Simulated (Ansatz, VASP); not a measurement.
# One calculation of ZnRe, two programs

```xyz
2
Lattice="2.7590 0.0115 -0.0027 -1.3696 2.3643 -0.0021 -0.0045 -0.0065 4.5135" Properties=species:S:1:pos:R:3 pbc="T T T"
Zn    0.0033    0.0305    0.2319
Re    0.0679    1.6698    2.3678
```

Alike in both runs: task single point; functional revPBE; k mesh 8 × 8 × 5; occupations fermi-dirac, width 0.02 eV; no spin polarisation.

|  | VASP | Ansatz |
| --- | --- | --- |
| version | VASP 6.6.1 | Ansatz 0.2.0 |
| potentials or method | VASP PAW PBE potentials, release 64 (Zn, Re_sv_GW), cutoff 500 eV | plane waves, PAW |
| valence electrons in the cell | 27 | 27 |

```csv
,VASP,Ansatz,Ansatz less VASP
pressure (GPa),1.1,2.0,+0.91
"traceless stress, the component that is largest in VASP (GPa)",1.46,1.57,+0.110
rms of the force components (eV/Å),0.667,0.659,-0.0081
```

VASP's potentials were made for PBE, not for revPBE. Atom by atom the forces differ by 0.008 eV/Å (rms over components). With one functional, cell and mesh, what is left measures potentials, basis and numerics. Ansatz's warnings: stress scf threshold loose.

Neither program's run includes spin-orbit coupling.
